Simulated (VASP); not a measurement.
# H2C7 in VASP: further runs, part 4 of 4

VASP 6.6.1.

## (7) Single point, PBE

File INCAR:

```
SYSTEM = H2C7
  PREC = Accurate
  ENCUT = 520
  EDIFF = 1E-6
  ISMEAR = 0
  SIGMA = 0.05
  LREAL = Auto
  LASPH = .True.
  NELM = 100
  ALGO = Normal
  ISIF = 2
  LWAVE = .False.
  LCHARG = .False.
  LDIPOL = .True.
  IDIPOL = 3
  DIPOL = 0.5 0.5 0.349
  GGA = PE
  NBANDS = 84
```

File KPOINTS:

```
regular mesh
0
Gamma
  5 5 1
  0 0 0
```

File POSCAR:

```
H2C7
1.0
    5.0508284795      0.0000000000      0.0000000000
    0.0000000000      5.0508284795      0.0000000000
    0.0000000000      0.0000000000     18.8596184069
C H
28 8
Direct
    0.5000000000      0.5000000000      0.2466861049
    0.5000000000      0.0000000000      0.2466861049
    0.0000000000      0.5000000000      0.2466861049
    0.0000000000      0.0000000000      0.2466861049
    0.7500000000      0.5000000000      0.2940289910
    0.7500000000      0.0000000000      0.2940289910
    0.2500000000      0.5000000000      0.2940289910
    0.2500000000      0.0000000000      0.2940289910
    0.7500000000      0.7500000000      0.3413718772
    0.7500000000      0.2500000000      0.3413718772
    0.2500000000      0.7500000000      0.3413718772
    0.2500000000      0.2500000000      0.3413718772
    0.0011996784      0.7500000000      0.3938444082
    0.0012006493      0.2500000000      0.3938396680
    0.4994114329      0.7500000000      0.3866674080
    0.4994117501      0.2500000000      0.3866631450
    0.0015935952      0.0000136641      0.4451180627
    0.0015935952      0.4999863359      0.4451180627
    0.4982264604      0.0000150201      0.4320824514
    0.4982264604      0.4999849799      0.4320824514
    0.2705306647      0.0000185382      0.4900550288
    0.2705306647      0.4999814618      0.4900550288
    0.7330003424      0.0000103794      0.4880359411
    0.7330003424      0.4999896206      0.4880359411
    0.3636539975      0.2500000000      0.5293042088
    0.3636863239      0.7500000000      0.5293042088
    0.6377591841      0.2500000000      0.5241298919
    0.6377813339      0.7500000000      0.5241271870
    0.5000000000      0.6422973790      0.2067119476
    0.5000000000      0.3577026210      0.2067119476
    0.5000000000      0.1422973790      0.2067119476
    0.5000000000     -0.1422973790      0.2067119476
    0.0000000000      0.3577812996      0.2066501452
    0.0000000000      0.6422187004      0.2066501452
    0.0000000000     -0.1422187004      0.2066501452
    0.0000000000      0.1422187004      0.2066501452
```

Potentials or basis: VASP PAW PBE potentials, release 64 (C, H).

Launch:

```bash
$ cat potpaw_PBE.64/C/POTCAR potpaw_PBE.64/H/POTCAR > POTCAR
$ mpirun -np 1 vasp_std > vasp.out
```

OUTCAR:

```text
SYSTEM = H2C7
   PREC = Accurate
   ENCUT = 520
   EDIFF = 1E-6
   ISMEAR = 0
   LREAL = Auto
   LASPH = .True.
   NELM = 100
   ISIF = 2
   GGA = PE

 ion  position               nearest neighbor table
   1  0.500  0.500  0.247-  29 1.04  30 1.04   5 1.55   7 1.55
   2  0.500  0.000  0.247-  31 1.04  32 1.04   6 1.55   8 1.55
   3  0.000  0.500  0.247-  33 1.04  34 1.04   5 1.55   7 1.55
   4  0.000  0.000  0.247-  35 1.04  36 1.04   6 1.55   8 1.55
   5  0.750  0.500  0.294-   1 1.55   3 1.55   9 1.55  10 1.55
   6  0.750  0.000  0.294-   2 1.55   4 1.55   9 1.55  10 1.55
[... 16 lines left out ...]
  23  0.733  0.000  0.488-  27 1.51  28 1.51  17 1.58  19 1.59
  24  0.733  0.500  0.488-  27 1.51  28 1.51  18 1.58  20 1.59
  25  0.364  0.250  0.529-  27 1.39  22 1.54  21 1.54
  26  0.364  0.750  0.529-  28 1.39  22 1.54  21 1.54
  27  0.638  0.250  0.524-  25 1.39  24 1.51  23 1.51
  28  0.638  0.750  0.524-  26 1.39  24 1.51  23 1.51
  29  0.500  0.642  0.207-   1 1.04
  30  0.500  0.358  0.207-   1 1.04
  31  0.500  0.142  0.207-   2 1.04
  32  0.500  0.858  0.207-   2 1.04
  33  0.000  0.358  0.207-   3 1.04
  34  0.000  0.642  0.207-   3 1.04
  35  0.000  0.858  0.207-   4 1.04
  36  0.000  0.142  0.207-   4 1.04

  LATTYP: Found a simple tetragonal cell.
 ALAT       =     5.0508284795
 C/A-ratio  =     3.7339653254

  Lattice vectors:

 A1 = (   5.0508284795,   0.0000000000,   0.0000000000)
 A2 = (   0.0000000000,   5.0508284795,   0.0000000000)
 A3 = (   0.0000000000,   0.0000000000,  18.8596184069)

Analysis of symmetry for initial positions (statically):
=====================================================================
 Subroutine PRICEL returns:
 Original cell was already a primitive cell.

 Routine SETGRP: Setting up the symmetry group for a
 simple tetragonal supercell.

 Subroutine GETGRP returns: Found  2 space group operations
 (whereof  1 operations were pure point group operations)
 out of a pool of 16 trial point group operations.

The static configuration has the point symmetry C_1 .
 The point group associated with its full space group is C_1h.

[... 198 lines left out ...]
  energy-cutoff  :      520.00
  volume of cell :      481.13
 maximum number of plane-waves:     12993
 NGX is ok and might be reduce to    40
   NGX = 19   NGY = 19   NGZ = 71

 dipolmoment           0.000000      0.000000     -0.000243 electrons x Angstroem

 number of electron     120.0000006 magnetization

 dipolmoment           0.000000      0.000000      0.525957 electrons x Angstroem

 Free energy of the ion-electron system (eV)
  ---------------------------------------------------
  ext. energy  EPLUGINS =         0.00000000
  ---------------------------------------------------
  free energy    TOTEN  =      -267.63788999 eV

  energy without entropy =     -267.63788999  energy(sigma->0) =     -267.63788999

 E-fermi :   1.3160     XC(G=0):  -5.7452

 val. band max:        1.0063292625   @ k =   0.0000   0.0000   0.0000
 cond. band min:       2.2650711798   @ k =   0.4000   0.0000   0.0000
 fundamental gap:      1.2587419173
 Fermi energy:         1.3159725779

 k-point     1 :       0.0000    0.0000    0.0000
  band No.  band energies     occupation
      1     -19.9676      2.00000
      2     -18.6805      2.00000
      3     -16.4282      2.00000
      4     -15.6297      2.00000
      5     -15.5594      2.00000
      6     -15.4625      2.00000
[... 664 lines left out ...]
     71       6.5100      0.00000
     72       6.7630      0.00000
 [bands above 72 left out]

------------------------ aborting loop because EDIFF is reached ----------------------------------------

 vacuum level on the upper side and lower side of the slab       (xc-potential included)         1.636        -1.965

  FORCE on cell =-STRESS in cart. coord.  units (eV):
  Direction    XX          YY          ZZ          XY          YZ          ZX
  --------------------------------------------------------------------------------------
  -------------------------------------------------------------------------------------
  Total       -6.6438070     67.2245827    -19.1677350      0.0000000      0.0000000     -0.0167924
  in kB      -22.1242953    223.8620905    -63.8297637      0.0000000      0.0000000     -0.0559199
  external PRESSURE =      45.9693438 kB  Pullay stress =       0.0000000 kB

 VOLUME and BASIS-vectors are now :
 -----------------------------------------------------------------------------
  energy-cutoff  :      520.00
  volume of cell :      481.13
      direct lattice vectors                 reciprocal lattice vectors
     5.050828479  0.000000000  0.000000000     0.197987321  0.000000000  0.000000000
     0.000000000  5.050828479  0.000000000     0.000000000  0.197987321  0.000000000
     0.000000000  0.000000000 18.859618407     0.000000000  0.000000000  0.053023342

 POSITION                                       TOTAL-FORCE (eV/Angst)
 -----------------------------------------------------------------------------------
      2.52541      2.52541      4.65241        -0.006439      0.000019      1.848371
      2.52541      0.00000      4.65241        -0.006439     -0.000019      1.848371
      0.00000      2.52541      4.65241         0.005234     -0.000001      1.681829
      0.00000      0.00000      4.65241         0.005234      0.000001      1.681829
      3.78812      2.52541      5.54527         0.573706      0.000096     -1.444007
      3.78812      0.00000      5.54527         0.573706     -0.000096     -1.444007
[... 28 lines left out ...]
      0.00000      4.33251      3.89734        -0.001322     -0.025327     -0.009118
      0.00000      0.71832      3.89734        -0.001321      0.025332     -0.009129
 -----------------------------------------------------------------------------------
    total drift:                                0.019183      0.000000     -0.019201

  FREE ENERGIE OF THE ION-ELECTRON SYSTEM (eV)
  ---------------------------------------------------
  free  energy   TOTEN  =      -267.6378899913 eV

  energy  without entropy=     -267.6378899913  energy(sigma->0) =     -267.63788999

 vacuum level on the upper side and lower side of the slab         6.560         2.847
```

It took 31 min on 1 thread of Intel Xeon 8259CL, shared host; peak memory 0.63 GiB.

What came out:

```yaml
Free_energy: -267.6379 eV
Largest_force: 1.848 eV/Å
Band_gap_on_the_k_mesh: 1.26 eV
```

Forces in eV/Å, atoms in the order of the input:
```
C   -0.006  0.000  1.848
C   -0.006  0.000  1.848
C    0.005  0.000  1.682
C    0.005  0.000  1.682
C    0.574  0.000 -1.444
C    0.574  0.000 -1.444
C   -0.574  0.000 -1.481
C   -0.574  0.000 -1.481
C    0.554  0.000  0.613
C    0.554  0.000  0.611
C   -0.557  0.000  0.484
C   -0.557  0.000  0.482
C    0.005  0.000 -0.007
C    0.005  0.000 -0.005
C   -0.003  0.000 -0.005
C   -0.002  0.000 -0.001
C   -0.006 -0.002  0.014
C   -0.006  0.002  0.014
C    0.005 -0.003 -0.015
C    0.005  0.003 -0.015
C   -0.028 -0.004 -0.005
C   -0.028  0.004 -0.005
C    0.026 -0.001 -0.007
C    0.026  0.001 -0.007
C   -0.049  0.000 -1.666
C   -0.054  0.000 -1.670
C    0.059  0.000  0.032
C    0.057  0.000  0.033
H    0.001  0.027 -0.012
H    0.001 -0.027 -0.012
H    0.001  0.027 -0.012
H    0.001 -0.027 -0.012
H   -0.001 -0.025 -0.009
H   -0.001  0.025 -0.009
H   -0.001 -0.025 -0.009
H   -0.001  0.025 -0.009
```

Levels at points of the mesh, in eV from the valence-band top:
```tsv
k point	band 56	band 57	band 58	band 59	band 60	band 61	band 62	band 63	band 64	band 65
(0.00, 0.00, 0.00)	-1.79	-1.40	-0.59	-0.38	0.00	1.27	1.39	2.29	3.21	4.18
```

## (8) The runs side by side

| cell | gap on the mesh (eV) | largest force (eV/Å) |
| --- | --- | --- |
| as given, atomic positions A | 1.24 | 2.44 |
| as given, atomic positions B | 1.20 | 3.64 |
| as given, atomic positions C | 1.17 | 3.93 |
| as given, atomic positions D | 1.25 | 4.20 |
| as given, atomic positions E | 1.13 | 4.72 |
| as given, atomic positions F | 1.26 | 1.85 |

Alike in all rows: task single point; level PBE; potentials or basis VASP PAW PBE potentials, release 64 (C, H); no spin polarisation; k mesh 5 × 5 × 1; cutoff (eV) 520; smearing gaussian 0.05 eV.

Total energies depend on the potentials used, so only differences within one code and one set of settings carry meaning.
